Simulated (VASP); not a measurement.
# Ru (P6_3/mmc) in VASP: further runs, part 2 of 2

VASP 6.6.1.

### Step 4. Single point, PBEsol (equal xx and yy strain of +2 %)

File INCAR:

```
PREC = Accurate
ENCUT = 520
EDIFF = 1E-6
ISMEAR = -1
SIGMA = 0.03
LREAL = F
LASPH = T
NELM = 60
ALGO = Normal
ISIF = 2
LWAVE = F
LCHARG = F
GGA = PS
NBANDS = 21
```

File KPOINTS:

```
Automatic mesh
0
Gamma
  14 14 8
```

File POSCAR:

```
Ru
1.0
    2.7599153209      0.0000000000      0.0000000000
   -1.3799576604      2.3901567802      0.0000000000
    0.0000000000      0.0000000000      4.2819000000
Ru
2
Direct
    0.3333333333      0.6666666667      0.2500000000
    0.6666666667      0.3333333333      0.7500000000
```

The run is started by

```
> cat potpaw_PBE.64/Ru_pv/POTCAR > POTCAR
> mpirun -np 1 vasp_std > vasp.out
```

Run time: 74 s. Hardware: 1 thread of AMD EPYC 7R13, shared host; peak memory 0.16 GiB.

The run converged. Its results:

| Item | Value |
| --- | --- |
| Free energy | -20.2424 eV |
| Pressure | -17.4 GPa |
| Band gap on the k mesh | zero (bands 14 and 15 overlap by 3.01 eV) |

Stress tensor (GPa, compression positive):
```
-19.22   0.00   0.00
  0.00 -19.22   0.00
  0.00   0.00 -13.68
```

Levels at points of the mesh, in eV from the Fermi level:
| k point | band 11 | band 12 | band 13 | band 14 | band 15 | band 16 | band 17 | band 18 |
| --- | --- | --- | --- | --- | --- | --- | --- | --- |
| (0.00, 0.00, 0.00) | -2.11 | -1.78 | -1.78 | -1.45 | -1.45 | 1.12 | 1.12 | 1.42 |
| (0.50, 0.00, 0.00) | -1.87 | -1.82 | -1.35 | 1.23 | 1.67 | 1.89 | 3.80 | 5.75 |
| (0.00, 0.00, 0.50) | -2.68 | -2.68 | -2.51 | -2.51 | 0.53 | 0.53 | 0.53 | 0.53 |
| (0.50, 0.00, 0.50) | -1.06 | -1.06 | 0.40 | 0.40 | 1.50 | 1.50 | 3.20 | 3.20 |

Caveat: the cell differs from its parent crystal (equal xx and yy strain of +2 %); the cell stands under tension; the PAW data sets were made with another functional, which shifts forces and pressure a little.

### Step 5. Single point, PBEsol (zz strain of -2 %)

File INCAR:

```
SYSTEM = Ru
PREC = Accurate
ENCUT = 520
EDIFF = 1E-7
ISMEAR = -1
SIGMA = 0.03
LREAL = .False.
LASPH = .True.
NELM = 80
ALGO = Normal
ISIF = 2
LWAVE = .False.
LCHARG = .False.
GGA = PS
NBANDS = 21
```

File KPOINTS:

```
regular mesh
0
Gamma
  14 14 8
  0 0 0
```

File POSCAR:

```
Ru
1.0
    2.7057993342      0.0000000000      0.0000000000
   -1.3528996671      2.3432909610      0.0000000000
    0.0000000000      0.0000000000      4.1962620000
Ru
2
Direct
    0.3333333333      0.6666666667      0.2500000000
    0.6666666667      0.3333333333      0.7500000000
```

The run is started by

```
> cat potpaw_PBE.64/Ru_pv/POTCAR > POTCAR
> mpirun -np 1 vasp_std > vasp.out
```

Run time: 74 s. Hardware: 1 thread of Intel Xeon 8259CL, shared host; peak memory 0.17 GiB.

It converged, with:

* Free energy: -20.3311 eV
* Pressure: 0.8 GPa
* Band gap on the k mesh: zero (bands 14 and 15 overlap by 3.31 eV)

Stress tensor (GPa, compression positive):
```
-2.01  0.00  0.00
 0.00 -2.01  0.00
 0.00  0.00  6.52
```

Levels at points of the mesh, in eV from the Fermi level:
```tsv
k point	band 10	band 11	band 12	band 13	band 14	band 15	band 16	band 17	band 18	band 19
(0.00, 0.00, 0.00)	-2.71	-2.31	-1.95	-1.95	-1.59	-1.59	1.23	1.23	1.50	10.23
(0.50, 0.00, 0.00)	-3.27	-2.02	-1.93	-1.46	1.36	1.84	2.09	4.12	6.18	10.24
(0.00, 0.00, 0.50)	-2.93	-2.93	-2.93	-2.69	-2.69	0.59	0.59	0.59	0.59	10.25
(0.50, 0.00, 0.50)	-4.61	-1.17	-1.17	0.43	0.43	1.66	1.66	3.43	3.43	10.23
```

Caveat: the cell differs from its parent crystal (zz strain of -2 %); the PAW data sets were made with another functional, which shifts forces and pressure a little.

### Step 6. Single point, PBEsol (zz strain of +1 %)

File INCAR:

```
  PREC = Accurate
  ENCUT = 520
  EDIFF = 1E-7
  ISMEAR = -1
  SIGMA = 0.03
  LREAL = False
  LASPH = True
  NELM = 60
  ALGO = Normal
  ISIF = 2
  LWAVE = False
  LCHARG = False
  GGA = PS
  NBANDS = 21
```

File KPOINTS:

```
Automatic mesh
0
Gamma
  14 14 8
```

Changes to POSCAR since step 5:

```diff
@@ -4,3 +4,3 @@
    -1.3528996671      2.3432909610      0.0000000000
-    0.0000000000      0.0000000000      4.1962620000
+    0.0000000000      0.0000000000      4.3247190000
 Ru
```

Potentials or basis: VASP PAW PBE potentials, release 64 (Ru_pv).

The run is started by

```
> cat potpaw_PBE.64/Ru_pv/POTCAR > POTCAR
> mpirun -np 1 vasp_std > vasp.out
```

OUTCAR:

```text
PREC = Accurate
   ENCUT = 520
   EDIFF = 1E-7
   ISMEAR = -1
   LREAL = False
   LASPH = True
   NELM = 60
   ISIF = 2
   GGA = PS

 ion  position               nearest neighbor table
   1  0.333  0.667  0.250-   2 2.67   2 2.67   2 2.67   2 2.67   2 2.67   2 2.67
   2  0.667  0.333  0.750-   1 2.67   1 2.67   1 2.67   1 2.67   1 2.67   1 2.67

  LATTYP: Found a hexagonal cell.
 ALAT       =     2.7057993342
 C/A-ratio  =     1.5983147550

  Lattice vectors:

 A1 = (   2.7057993342,   0.0000000000,   0.0000000000)
 A2 = (  -1.3528996671,   2.3432909610,   0.0000000000)
 A3 = (   0.0000000000,   0.0000000000,   4.3247190000)

Analysis of symmetry for initial positions (statically):
=====================================================================
 Subroutine PRICEL returns:
 Original cell was already a primitive cell.

 Routine SETGRP: Setting up the symmetry group for a
 hexagonal supercell.

 Subroutine GETGRP returns: Found 24 space group operations
 (whereof 12 operations were pure point group operations)
 out of a pool of 24 trial point group operations.

The static configuration has the point symmetry D_3d.
 The point group associated with its full space group is D_6h.

Analysis of symmetry for dynamics (positions and initial velocities):
=====================================================================
 Subroutine PRICEL returns:
 Original cell was already a primitive cell.

 Routine SETGRP: Setting up the symmetry group for a
 hexagonal supercell.

 Subroutine GETGRP returns: Found 24 space group operations
 (whereof 12 operations were pure point group operations)
 out of a pool of 24 trial point group operations.

The dynamic configuration has the point symmetry D_3d.
 The point group associated with its full space group is D_6h.

 Subroutine INISYM returns: Found 24 space group operations
 (whereof 12 operations are pure point group operations),
[... 109 lines left out ...]
   EMIN   =  10.00;   EMAX   =-10.00  energy-range for DOS
   EFERMI =   0.00;   METHOD = LEGACY
   ISMEAR =    -1;   SIGMA  =   0.03  broadening in eV -4-tet -1-fermi 0-gaus
   EFERMI_NEDOS =   21; number of points for ismear=-14 and -15
   IALGO  =     38    algorithm
   IMIX   =      4    mixing-type and parameters
     AMIX     =   0.40;   BMIX     =  1.00
     AMIX_MAG =   1.60;   BMIX_MAG =  1.00
  volume/ion in A,a.u.               =      13.71        92.52
  Fermi-wavevector in a.u.,A,eV,Ry     =   1.648546  3.115299 36.976585  2.717702
  Thomas-Fermi vector in A             =   2.737817
   LORBIT       =      0    0 simple, 1 ext, 2 COOP (PROOUT), +10 PAW based schemes
   GGA     = PS    functional components
   LHFCALC =     F    Hartree Fock is set to
   AEXX    =    0.0000 exact exchange contribution
   IVDW    =     0    specifies the selected vdW correction
   LEPSILON=     F    determine dielectric tensor
   LRPA    =     F    only Hartree local field effects (RPA)
 non-spin polarized calculation
  energy-cutoff  :      520.00
  volume of cell :       27.42
 maximum number of plane-waves:       760
 NGX is ok and might be reduce to    20
   NGX =  9   NGY =  9   NGZ = 17

 number of electron      28.0000015 magnetization

 Free energy of the ion-electron system (eV)
  ---------------------------------------------------
  ext. energy  EPLUGINS =         0.00000000
  ---------------------------------------------------
  free energy    TOTEN  =       -20.31069588 eV

  energy without entropy =      -20.30359904  energy(sigma->0) =      -20.30714746

 E-fermi :  12.5025     XC(G=0): -14.2208

 val. band max:       12.5013447258   @ k =   0.2857   0.0000   0.1250
 cond. band min:      12.5182104446   @ k =   0.4286   0.0714   0.2500
 fundamental gap:      0.0168657189
 Fermi energy:        12.5025495661

 k-point     1 :       0.0000    0.0000    0.0000
  band No.  band energies     occupation
      1     -31.0340      2.00000
      2     -30.1192      2.00000
      3     -30.1192      2.00000
      4     -29.9618      2.00000
      5     -29.9618      2.00000
      6     -29.9440      2.00000
[... 565 lines left out ...]
     20      22.8107      0.00000
     21      22.8112      0.00000

 [... further k-points ...]

------------------------ aborting loop because EDIFF is reached ----------------------------------------

  FORCE on cell =-STRESS in cart. coord.  units (eV):
  Direction    XX          YY          ZZ          XY          YZ          ZX
  --------------------------------------------------------------------------------------
  -------------------------------------------------------------------------------------
  Total       -1.2469383     -1.2469383     -2.3907958      0.0000000      0.0000000      0.0000000
  in kB      -72.8577670    -72.8577670   -139.6925896      0.0000000      0.0000000      0.0000000
  external PRESSURE =     -95.1360412 kB  Pullay stress =       0.0000000 kB

 VOLUME and BASIS-vectors are now :
 -----------------------------------------------------------------------------
  energy-cutoff  :      520.00
  volume of cell :       27.42
      direct lattice vectors                 reciprocal lattice vectors
     2.705799334  0.000000000  0.000000000     0.369576556  0.213375124  0.000000000
    -1.352899667  2.343290961  0.000000000     0.000000000  0.426750249  0.000000000
     0.000000000  0.000000000  4.324719000     0.000000000  0.000000000  0.231228896

 POSITION                                       TOTAL-FORCE (eV/Angst)
 -----------------------------------------------------------------------------------
     -0.00000      1.56219      1.08118         0.000000     -0.000000      0.000000
      1.35290      0.78110      3.24354        -0.000000      0.000000      0.000000
 -----------------------------------------------------------------------------------
    total drift:                               -0.000000      0.000000     -0.000000

  FREE ENERGIE OF THE ION-ELECTRON SYSTEM (eV)
  ---------------------------------------------------
  free  energy   TOTEN  =       -20.3106958760 eV

  energy  without entropy=      -20.3035990351  energy(sigma->0) =      -20.30714746
```

Run time: 88 s. Hardware: 1 thread of Intel Xeon 8259CL, shared host; peak memory 0.18 GiB.

Results:

- Free energy: -20.3107 eV
- Pressure: -9.5 GPa
- Band gap on the k mesh: zero (bands 14 and 15 overlap by 3.11 eV)

Stress tensor (GPa, compression positive):
```
 -7.29   0.00   0.00
  0.00  -7.29   0.00
  0.00   0.00 -13.97
```

Caveat: the cell differs from its parent crystal (zz strain of +1 %); the cell stands under tension; the PAW data sets were made with another functional, which shifts forces and pressure a little.

### Step 7. The runs side by side

| cell | gap on the mesh (eV) | pressure (GPa) |
| --- | --- | --- |
| a = 2.625, b = 2.625, c = 4.282 Å, angles 90.0, 90.0, 120.0°, 2 atoms | none | 16.2 |
| a = 2.679, b = 2.679, c = 4.282 Å, angles 90.0, 90.0, 120.0°, 2 atoms | none | 0.3 |
| a = 2.760, b = 2.760, c = 4.282 Å, angles 90.0, 90.0, 120.0°, 2 atoms | none | -17.4 |
| a = 2.706, b = 2.706, c = 4.196 Å, angles 90.0, 90.0, 120.0°, 2 atoms | none | 0.8 |
| a = 2.706, b = 2.706, c = 4.325 Å, angles 90.0, 90.0, 120.0°, 2 atoms | none | -9.5 |

Alike in all rows: task single point; level PBEsol; potentials or basis VASP PAW PBE potentials, release 64 (Ru_pv); no spin polarisation; k mesh 14 × 14 × 8; cutoff (eV) 520; smearing fermi-dirac 0.03 eV.

Caveats: the PAW data sets were made with another functional, which shifts forces and pressure a little; the cell stands under tension (at least some runs); the cell stands under pressure (at least some runs).

Total energies depend on the potentials used, so only differences within one code and one set of settings carry meaning.
